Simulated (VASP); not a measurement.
Input of a VASP 6.6.1 run:

File INCAR:

```
SYSTEM = HPt12F
PREC = Accurate ; ENCUT = 520
EDIFF = 1E-7 ; ISMEAR = 0
SIGMA = 0.15 ; LREAL = .False.
LASPH = .True. ; NELM = 100
ALGO = Normal ; ISIF = 2
LWAVE = .False. ; LCHARG = .False.
GGA = PE ; IVDW = 12
NBANDS = 77
```

Contents of KPOINTS:

```
Automatic mesh
0
Gamma
  4 4 1
  0 0 0
```

File POSCAR:

```
HPt12F
1.0
    5.5437170000      0.0000000000      0.0000000000
    2.7718590000      4.8010000000      0.0000000000
    0.0000000000      0.0000000000     16.5264260000
Pt F H
12 1 1
Direct
    0.1666665718      0.1666667361      0.0605091506
    0.6666666620      0.1666667361      0.0605091506
    0.1666666620      0.6666667361      0.0605091506
    0.6666665718      0.6666667361      0.0605091506
   -0.1736812674      0.3369456363      0.2001640282
    0.3261005578      0.3371516351      0.2004181061
   -0.1741125918      0.8371641325      0.2001793370
    0.3262468256      0.8368975213      0.2003877305
   -0.0163715404      0.0095034368      0.3397503489
    0.4848244354      0.0080233285      0.3402298234
   -0.0156222550      0.5079945845      0.3399317554
    0.4848340723      0.5079104353      0.3405763593
    1.1178177698      0.7874580296      0.5178212761
    1.2341253967      0.6738575297      0.4755169690
```

Potentials or basis: VASP PAW PBE potentials, release 64 (Pt, F, H).

Launch:

```bash
$ cat potpaw_PBE.64/Pt/POTCAR potpaw_PBE.64/F/POTCAR potpaw_PBE.64/H/POTCAR > POTCAR
$ mpirun -np 1 vasp_std > vasp.out
```

Question: Predict the band gap on the k mesh.

Answer: Zero (bands 64 and 65 overlap by 0.67 eV).

Question: Predict the largest force.

Answer: 0.277 eV/Å.

Forces on the atoms (eV/Å):
```
Pt   0.008 -0.007  0.002
Pt  -0.008  0.002  0.032
Pt   0.001  0.000  0.037
Pt  -0.006  0.001  0.037
Pt   0.000  0.000 -0.001
Pt   0.000  0.000  0.001
Pt   0.000  0.000  0.000
Pt   0.000  0.000  0.001
Pt   0.000  0.000 -0.026
Pt   0.000  0.000 -0.028
Pt   0.000  0.000 -0.027
Pt  -0.001  0.001 -0.025
F   -0.094  0.159  0.199
H    0.102 -0.158 -0.204
```

Caveat: there is no dipole correction, which matters where the two faces differ; spin-orbit coupling is left out, which moves the levels of the heavy elements.
